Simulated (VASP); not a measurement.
# InF (zincblende type) (F-43m) in VASP: notebook

InF (zincblende type) is run at these levels: PBE; tasks: single point.

All numbers are computed with VASP 6.6.1; they aren't measurements. Logs are shortened: lines on timing, memory, paths and dates and some standing lists are left out, and cuts for length are marked.

### 1 The cell of the first run

Symmetry: F-43m, No. 216, cubic system. Conventional cell: a = 5.887 Å, b = 5.887 Å, c = 5.887 Å, α = 90.00°, β = 90.00°, γ = 90.00°. In (site symmetry -43m) has 4 F at 2.55 Å within 3.4 Å. Within 3.4 Å of F (site symmetry -43m) lie 4 In at 2.55 Å.

### 2 Single point, PBE (volume scaled by 0.9405)

INCAR

```
ALGO     = Normal         # electronic algorithm
EDIFF    = 1E-7           # SCF threshold, eV
ENCUT    = 520            # plane-wave cutoff, eV
GGA      = PE             # functional
ISIF     = 2              # what is computed and relaxed
ISMEAR   = -1             # smearing method
LASPH    = True           # aspherical terms in the spheres
LCHARG   = True           # write CHGCAR
LELF     = True           # ELF
LREAL    = False          # projectors in reciprocal space
LVHAR    = True         
LWAVE    = False          # write WAVECAR
NBANDS   = 17             # bands
NELM     = 60             # most SCF steps
PREC     = Accurate       # precision mode
SIGMA    = 0.05           # smearing width, eV
```

KPOINTS

```
k-points
0
Gamma
  13 13 13
```

POSCAR

```
InF
1.0
    0.0000000000      2.9436742648      2.9436742648
    2.9436742648      0.0000000000      2.9436742648
    2.9436742648      2.9436742648      0.0000000000
In F
1 1
Direct
    0.0000000000      0.0000000000      0.0000000000
    0.2500000000      0.2500000000      0.2500000000
```

Potentials or basis: VASP PAW PBE potentials, release 64 (In_d, F).

The run is started by

```console
> cat potpaw_PBE.64/In_d/POTCAR potpaw_PBE.64/F/POTCAR > POTCAR
> mpirun -np 1 vasp_std > vasp.out
```

OUTCAR:

```text
EDIFF = 1E-7
   ENCUT = 520
   GGA = PE
   ISIF = 2
   ISMEAR = -1
   LASPH = True
   LREAL = False
   NELM = 60
   PREC = Accurate

 ion  position               nearest neighbor table
   1  0.000  0.000  0.000-   2 2.55   2 2.55   2 2.55   2 2.55
   2  0.250  0.250  0.250-   1 2.55   1 2.55   1 2.55   1 2.55

  LATTYP: Found a face centered cubic cell.
 ALAT       =     5.8873485296

  Lattice vectors:

 A1 = (   0.0000000000,   2.9436742648,   2.9436742648)
 A2 = (   2.9436742648,   0.0000000000,   2.9436742648)
 A3 = (   2.9436742648,   2.9436742648,   0.0000000000)

Analysis of symmetry for initial positions (statically):
=====================================================================
 Subroutine PRICEL returns:
 Original cell was already a primitive cell.

 Routine SETGRP: Setting up the symmetry group for a
 face centered cubic supercell.

 Subroutine GETGRP returns: Found 24 space group operations
 (whereof 24 operations were pure point group operations)
 out of a pool of 48 trial point group operations.

The static configuration has the point symmetry T_d .

Analysis of symmetry for dynamics (positions and initial velocities):
=====================================================================
 Subroutine PRICEL returns:
 Original cell was already a primitive cell.

 Routine SETGRP: Setting up the symmetry group for a
 face centered cubic supercell.

 Subroutine GETGRP returns: Found 24 space group operations
 (whereof 24 operations were pure point group operations)
 out of a pool of 48 trial point group operations.

The dynamic configuration has the point symmetry T_d .

 Subroutine INISYM returns: Found 24 space group operations
 (whereof 24 operations are pure point group operations),
 and found     1 'primitive' translations

----------------------------------------------------------------------------------------

                                     Primitive cell

  volume of cell :      51.0152

  direct lattice vectors                    reciprocal lattice vectors
     0.000000000  2.943674265  2.943674265    -0.169855750  0.169855750  0.169855750
     2.943674265  0.000000000  2.943674265     0.169855750 -0.169855750  0.169855750
     2.943674265  2.943674265  0.000000000     0.169855750  0.169855750 -0.169855750

  length of vectors
     4.162984068  4.162984068  4.162984068     0.294198789  0.294198789  0.294198789

  position of ions in fractional coordinates (direct lattice)
     0.000000000  0.000000000  0.000000000
     0.250000000  0.250000000  0.250000000

  ion indices of the primitive-cell ions
   primitive index   ion index
                 1           1
                 2           2

----------------------------------------------------------------------------------------

 KPOINTS: k-points

Automatic generation of k-mesh.
 Grid dimensions read from file:
 generate k-points for:   13   13   13

 Generating k-lattice:

  Cartesian coordinates                     Fractional coordinates (reciprocal lattice)
    -0.013065827  0.013065827  0.013065827     0.076923077  0.000000000  0.000000000
     0.013065827 -0.013065827  0.013065827     0.000000000  0.076923077  0.000000000
     0.013065827  0.013065827 -0.013065827     0.000000000  0.000000000  0.076923077

  Length of vectors
     0.022630676  0.022630676  0.022630676

  Shift w.r.t. Gamma in fractional coordinates (k-lattice)
     0.000000000  0.000000000  0.000000000

 Subroutine IBZKPT returns following result:
 ===========================================

 Found     84 irreducible k-points:

 Following reciprocal coordinates:
            Coordinates               Weight
  0.000000  0.000000  0.000000      1.000000
  0.076923  0.000000  0.000000      8.000000
  0.153846  0.000000  0.000000      8.000000
  0.230769  0.000000  0.000000      8.000000
  0.307692  0.000000  0.000000      8.000000
  0.384615  0.000000  0.000000      8.000000
[... 16 lines left out ...]
  0.384615  0.153846  0.000000     24.000000
  0.461538  0.153846  0.000000     24.000000
 [... further k-points ...]
   k-points           NKPTS =     84   k-points in BZ     NKDIM =     84   number of bands    NBANDS=     17
   number of dos      NEDOS =    301   number of ions     NIONS =      2
   total plane-waves  NPLWV =  32768
   dimension x,y,z NGX =    32 NGY =   32 NGZ =   32
   dimension x,y,z NGXF=    64 NGYF=   64 NGZF=   64
   ions per type =               1   1
   NGX,Y,Z   is equivalent  to a cutoff of  12.78, 12.78, 12.78 a.u.
   NGXF,Y,Z  is equivalent  to a cutoff of  25.56, 25.56, 25.56 a.u.
 SYSTEM =  unknown system
   PREC   = accura    normal or accurate (medium, high low for compatibility)
   ISTART =      0    job   : 0-new  1-cont  2-samecut
   ICHARG =      2    charge: 1-file 2-atom 10-const
   ISPIN  =      1    spin polarized calculation?
   LNONCOLLINEAR =      F non collinear calculations
   LSORBIT =      F    spin-orbit coupling
   LASPH  =      T    aspherical Exc in radial PAW
   ENCUT  =  520.0 eV  38.22 Ry    6.18 a.u.   7.74  7.74  7.74*2*pi/ulx,y,z
   NELM   =     60;   NELMIN=  2; NELMDL= -5     # of ELM steps
   EDIFF  = 0.1E-06   stopping-criterion for ELM
   LREAL  =      F    real-space projection
   EDIFFG = 0.1E-05   stopping-criterion for IOM
   NSW    =      0    number of steps for IOM
   IBRION =     -1    ionic relax: 0-MD 1-quasi-New 2-CG
   NFREE  =      0    steps in history (QN), initial steepest desc. (CG)
   ISIF   =      2    stress and relaxation
   ISYM   =      2    0-nonsym 1-usesym 2-fastsym
   POTIM  = 0.5000    time-step for ionic-motion
   TEBEG  =    0.0;   TEEND  =   0.0 temperature during run
   PSTRESS=    0.0 pullay stress
   NELECT =      20.0000    total number of electrons
   NUPDOWN=      -1.0000    fix difference up-down
   EMIN   =  10.00;   EMAX   =-10.00  energy-range for DOS
   EFERMI =   0.00;   METHOD = LEGACY
   ISMEAR =    -1;   SIGMA  =   0.05  broadening in eV -4-tet -1-fermi 0-gaus
   EFERMI_NEDOS =   21; number of points for ismear=-14 and -15
   IALGO  =     38    algorithm
   IMIX   =      4    mixing-type and parameters
     AMIX     =   0.40;   BMIX     =  1.00
     AMIX_MAG =   1.60;   BMIX_MAG =  1.00
  volume/ion in A,a.u.               =      25.51       172.13
  Fermi-wavevector in a.u.,A,eV,Ry     =   1.198170  2.264213 19.532676  1.435611
  Thomas-Fermi vector in A             =   2.334066
   LORBIT       =      0    0 simple, 1 ext, 2 COOP (PROOUT), +10 PAW based schemes
   GGA     = PE    functional components
   LHFCALC =     F    Hartree Fock is set to
   AEXX    =    0.0000 exact exchange contribution
   IVDW    =     0    specifies the selected vdW correction
   LEPSILON=     F    determine dielectric tensor
   LRPA    =     F    only Hartree local field effects (RPA)
 non-spin polarized calculation
  energy-cutoff  :      520.00
  volume of cell :       51.02
 maximum number of plane-waves:      1392
   NGX = 15   NGY = 15   NGZ = 15

 number of electron      20.0000006 magnetization

 Free energy of the ion-electron system (eV)
  ---------------------------------------------------
  ext. energy  EPLUGINS =         0.00000000
  ---------------------------------------------------
  free energy    TOTEN  =        -7.42246746 eV

  energy without entropy =       -7.42246745  energy(sigma->0) =       -7.42246746

 E-fermi :   3.1117     XC(G=0):  -8.1262

 val. band max:        2.2436054063   @ k =  -0.4615   0.4615   0.0000
 cond. band min:       3.9043221819   @ k =  -0.4615   0.4615   0.0000
 fundamental gap:      1.6607167756
 Fermi energy:         3.1116872233

 k-point     1 :       0.0000    0.0000    0.0000
  band No.  band energies     occupation
      1     -20.1326      2.00000
      2     -11.2351      2.00000
      3     -11.2351      2.00000
      4     -11.2351      2.00000
      5     -11.1828      2.00000
      6     -11.1828      2.00000
[... 9 lines left out ...]
     16      14.4067      0.00000
     17      14.4067      0.00000

 k-point     2 :       0.0769    0.0000    0.0000
  band No.  band energies     occupation
      1     -20.1315      2.00000
      2     -11.2330      2.00000
      3     -11.2330      2.00000
      4     -11.2302      2.00000
      5     -11.1828      2.00000
      6     -11.1828      2.00000
[... 9 lines left out ...]
     16      14.3052      0.00000
     17      14.3052      0.00000

 k-point     3 :       0.1538    0.0000    0.0000
  band No.  band energies     occupation
      1     -20.1273      2.00000
      2     -11.2280      2.00000
      3     -11.2280      2.00000
      4     -11.2164      2.00000
      5     -11.1823      2.00000
      6     -11.1823      2.00000
[... 9 lines left out ...]
     16      14.0815      0.00000
     17      14.2153      0.00000

 k-point     4 :       0.2308    0.0000    0.0000
  band No.  band energies     occupation
      1     -20.1216      2.00000
      2     -11.2229      2.00000
      3     -11.2229      2.00000
      4     -11.1963      2.00000
      5     -11.1793      2.00000
      6     -11.1793      2.00000
[... 9 lines left out ...]
     16      13.8631      0.00000
     17      14.9330      0.00000

 k-point     5 :       0.3077    0.0000    0.0000
  band No.  band energies     occupation
      1     -20.1154      2.00000
      2     -11.2204      2.00000
      3     -11.2204      2.00000
      4     -11.1738      2.00000
      5     -11.1732      2.00000
      6     -11.1732      2.00000
[... 9 lines left out ...]
     16      13.7118      0.00000
     17      15.1881      0.00000

 k-point     6 :       0.3846    0.0000    0.0000
  band No.  band energies     occupation
      1     -20.1105      2.00000
      2     -11.2203      2.00000
      3     -11.2203      2.00000
      4     -11.1662      2.00000
      5     -11.1662      2.00000
      6     -11.1544      2.00000
[... 9 lines left out ...]
     16      13.6300      0.00000
     17      15.0190      0.00000

 k-point     7 :       0.4615    0.0000    0.0000
  band No.  band energies     occupation
      1     -20.1079      2.00000
      2     -11.2207      2.00000
      3     -11.2207      2.00000
      4     -11.1618      2.00000
      5     -11.1618      2.00000
      6     -11.1431      2.00000
[... 9 lines left out ...]
     16      13.5972      0.00000
     17      14.8430      0.00000

 k-point     8 :       0.0769    0.0769    0.0000
  band No.  band energies     occupation
      1     -20.1311      2.00000
      2     -11.2312      2.00000
      3     -11.2310      2.00000
      4     -11.2310      2.00000
      5     -11.1843      2.00000
      6     -11.1815      2.00000
[... 9 lines left out ...]
     16      14.6868      0.00000
     17      14.6868      0.00000
[... 203 lines left out ...]
      1     -20.1292      2.00000
      2     -11.2307      2.00000
      3     -11.2281      2.00000
      4     -11.2234      2.00000
      5     -11.1842      2.00000
      6     -11.1812      2.00000
[... 9 lines left out ...]
     16      13.8743      0.00000
     17      14.9928      0.00000

 k-point    20 :       0.1538    0.1538    0.0000
  band No.  band energies     occupation
      1     -20.1255      2.00000
      2     -11.2204      2.00000
      3     -11.2196      2.00000
      4     -11.2196      2.00000
      5     -11.1882      2.00000
      6     -11.1780      2.00000
[... 9 lines left out ...]
     16      15.4524      0.00000
     17      15.4524      0.00000

 k-point    21 :       0.2308    0.1538    0.0000
  band No.  band energies     occupation
      1     -20.1211      2.00000
      2     -11.2175      2.00000
      3     -11.2126      2.00000
      4     -11.2053      2.00000
      5     -11.1885      2.00000
      6     -11.1751      2.00000
[... 9 lines left out ...]
     16      15.5315      0.00000
     17      15.5587      0.00000

 k-point    22 :       0.3077    0.1538    0.0000
  band No.  band energies     occupation
      1     -20.1156      2.00000
      2     -11.2157      2.00000
      3     -11.2080      2.00000
      4     -11.1940      2.00000
      5     -11.1764      2.00000
      6     -11.1701      2.00000
[... 9 lines left out ...]
     16      15.2488      0.00000
     17      15.4976      0.00000

 k-point    23 :       0.3846    0.1538    0.0000
  band No.  band energies     occupation
      1     -20.1106      2.00000
      2     -11.2164      2.00000
      3     -11.2069      2.00000
      4     -11.1863      2.00000
      5     -11.1643      2.00000
      6     -11.1555      2.00000
[... 9 lines left out ...]
     16      14.8831      0.00000
     17      15.5873      0.00000

 k-point    24 :       0.4615    0.1538    0.0000
  band No.  band energies     occupation
      1     -20.1067      2.00000
      2     -11.2180      2.00000
      3     -11.2076      2.00000
      4     -11.1783      2.00000
      5     -11.1610      2.00000
      6     -11.1378      2.00000
[... 9 lines left out ...]
     16      14.5321      0.00000
     17      15.8623      0.00000

 [... further k-points ...]
[... 5 lines left out ...]
  --------------------------------------------------------------------------------------
  -------------------------------------------------------------------------------------
  Total        0.4595586      0.4595586      0.4595586      0.0000000      0.0000000      0.0000000
  in kB       14.4328542     14.4328542     14.4328542      0.0000000      0.0000000      0.0000000
  external PRESSURE =      14.4328542 kB  Pullay stress =       0.0000000 kB

 VOLUME and BASIS-vectors are now :
 -----------------------------------------------------------------------------
  energy-cutoff  :      520.00
  volume of cell :       51.02
      direct lattice vectors                 reciprocal lattice vectors
     0.000000000  2.943674265  2.943674265    -0.169855750  0.169855750  0.169855750
     2.943674265  0.000000000  2.943674265     0.169855750 -0.169855750  0.169855750
     2.943674265  2.943674265  0.000000000     0.169855750  0.169855750 -0.169855750

 POSITION                                       TOTAL-FORCE (eV/Angst)
 -----------------------------------------------------------------------------------
      0.00000      0.00000      0.00000        -0.000000     -0.000000     -0.000000
      1.47184      1.47184      1.47184         0.000000      0.000000      0.000000
 -----------------------------------------------------------------------------------
    total drift:                               -0.000000     -0.000000     -0.000000

  FREE ENERGIE OF THE ION-ELECTRON SYSTEM (eV)
  ---------------------------------------------------
  free  energy   TOTEN  =        -7.4224674574 eV

  energy  without entropy=       -7.4224674539  energy(sigma->0) =       -7.42246746
```

Run time: 1.8 min. Hardware: 1 thread of AMD EPYC 7R43 (Zen 3), shared host; peak memory 0.17 GiB.

Results:

```yaml
Free_energy: -7.4225 eV
Pressure: 1.4 GPa
Band_gap_on_the_k_mesh: 1.66 eV, direct
```

Caveat: spin-orbit coupling is left out, which moves the levels of the heavy elements. A k mesh can miss the band edges.

(Part 1 of 2 ends here.)
